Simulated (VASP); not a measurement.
Set up this calculation in VASP 6.6.1, as the native input.

| Property | Result |
| --- | --- |
| Task | single point |
| Functional | r2SCAN |
| Potentials or basis | VASP PAW PBE potentials, release 64 (K_sv, Cl) |
| Cutoff | 520 eV |
| k mesh | 6 × 6 × 6 |
| Occupations | gaussian, width 0.01 eV |
| Spin | no spin polarisation |
| Dipole correction | no |
| Further INCAR settings | ALGO = Normal; EDIFF = 1e-07; NBANDS = 15 |

The system is KCl.

```
CELL_PARAMETERS angstrom
0.00000 3.14488 3.14488
3.14488 0.00000 3.14488
3.14488 3.14488 0.00000
ATOMIC_POSITIONS crystal
K 0.00000 0.00000 0.00000
Cl 0.50000 0.50000 0.50000
```

One way to write it, as run:

POSCAR

```
KCl
1.0
    0.0000000000      3.1448753708      3.1448753708
    3.1448753708      0.0000000000      3.1448753708
    3.1448753708      3.1448753708      0.0000000000
K Cl
1 1
Direct
    0.0000000000      0.0000000000      0.0000000000
    0.5000000000      0.5000000000      0.5000000000
```

INCAR.step1

```
ALGO = Normal
EDIFF = 1E-4
ENCUT = 520
GGA = PE
ISMEAR = 0
LASPH = T
LCHARG = F
LREAL = F
LWAVE = T
NBANDS = 15
NELM = 80
PREC = Accurate
SIGMA = 0.01
```

INCAR.step2

```
ALGO = Normal
EDIFF = 1E-7
ENCUT = 520
ISIF = 2
ISMEAR = 0
ISTART = 1
LASPH = T
LCHARG = F
LMIXTAU = T
LREAL = F
LWAVE = F
METAGGA = R2SCAN
NBANDS = 15
NELM = 80
PREC = Accurate
SIGMA = 0.01
```

KPOINTS

```
k-points
0
Gamma
  6 6 6
```

Potentials or basis: VASP PAW PBE potentials, release 64 (K_sv, Cl).

Command:

```bash
$ cat potpaw_PBE.64/K_sv/POTCAR potpaw_PBE.64/Cl/POTCAR > POTCAR
$ cp INCAR.step1 INCAR
$ mpirun -np 1 vasp_std > vasp.out
$ cp INCAR.step2 INCAR
$ mpirun -np 1 vasp_std > vasp.out
```

It gave:

```json
{"Pressure": "0.0 GPa", "Band gap on the k mesh": "5.83 eV"}
```

Caveat: the PAW data sets were made with another functional, which shifts forces and pressure a little.

Wall time 2.2 min on 1 thread of Intel Xeon 8259CL, with other jobs on the host, peak memory 0.22 GiB.
